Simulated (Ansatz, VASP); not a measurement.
## One calculation of Si5Ge2, two programs

```
Si Ge
1.0
     4.73472    0.00000    0.00000
     0.00000    4.73472    0.00000
     0.00000    0.00000    6.06162
Si Ge
5 2
Direct
  0.74641 0.00000 0.15357
  0.25359 0.00000 0.15357
  0.00000 0.25359 0.84643
  0.00000 0.74641 0.84643
  0.50000 0.50000 0.50000
  0.00000 0.50000 0.30856
  0.50000 0.00000 0.69144
```

Alike in both runs: functional PBE; k mesh 4 × 4 × 2; occupations gaussian, width 0.2 eV; no spin polarisation.

Ansatz relaxed the structure, and its values are those at the end. VASP's run is a single point on that final structure, the one shown.

|  | VASP | Ansatz |
| --- | --- | --- |
| version | VASP 6.6.1 | Ansatz 0.2.0 |
| potentials or method | VASP PAW PBE potentials, release 64 (Si, Ge_d), cutoff 500 eV | scalar-relativistic, plane waves, PAW |
| valence electrons in the cell | 48 | 48 |

Ansatz gave:

| Item | Value |
| --- | --- |
| gap on the k mesh at the Fermi level (eV) | none |
| pressure (GPa) | 0.0 |
| rms of the force components (eV/Å) | 0.021 |

**Question.** Estimate VASP's values.

**Answer.** gap on the k mesh at the Fermi level (eV): none; pressure (GPa): -0.1; rms of the force components (eV/Å): 0.020.

A gap of «none» marks a metal or a gap that the smearing closes. With one functional, cell and mesh, what is left measures potentials, basis and numerics.

The k mesh is coarse, so the values compare programs but aren't converged.
